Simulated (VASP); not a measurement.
A run of VASP 6.6.1 is set up as follows.

POSCAR

```
CsPbBr3
1.0
    5.8699999710      0.0000000000      0.0000000000
    0.0000000000      5.8699999710      0.0000000000
    0.0000000000      0.0000000000      5.8699999710
Cs Pb Br
1 1 3
Direct
    0.0000000000      0.0000000000      0.0000000000
    0.5000000000      0.5000000000      0.5000000000
    0.0000000000      0.5000000000      0.5000000000
    0.5000000000      0.5000000000      0.0000000000
    0.5000000000      0.0000000000      0.5000000000
```

INCAR.step1

```
  PREC = Accurate
  ENCUT = 520
  ISMEAR = 0
  SIGMA = 0.05
  LREAL = False
  LASPH = True
  NELM = 80
  NBANDS = 30
  GGA = PE
  ALGO = Normal
  EDIFF = 1E-4
  LWAVE = True
  LCHARG = False
```

File INCAR.step2:

```
  PREC = Accurate
  ENCUT = 520
  EDIFF = 1E-6
  ISMEAR = 0
  SIGMA = 0.05
  LREAL = False
  LASPH = True
  NELM = 80
  ALGO = Normal
  ISIF = 2
  LWAVE = False
  LCHARG = True
  METAGGA = R2SCAN
  LMIXTAU = True
  LELF = True
  LVHAR = True
  NBANDS = 30
  ISTART = 1
```

File KPOINTS:

```
regular mesh
0
Gamma
  6 6 6
```

Potentials or basis: VASP PAW PBE potentials, release 64 (Cs_sv, Pb_d, Br).

The run is started by

```sh
$ cat potpaw_PBE.64/Cs_sv/POTCAR potpaw_PBE.64/Pb_d/POTCAR potpaw_PBE.64/Br/POTCAR > POTCAR
$ cp INCAR.step1 INCAR
$ mpirun -np 1 vasp_std > vasp.out
$ cp INCAR.step2 INCAR
$ mpirun -np 1 vasp_std > vasp.out
```

(1) Predict the band gap on the k mesh.

(2) Estimate the pressure.

## Answers

(1) 1.90 eV.

(2) 0.8 GPa.

Caveat: the PAW data sets were made with another functional, which shifts forces and pressure a little; spin-orbit coupling is left out, which moves the levels of the heavy elements.
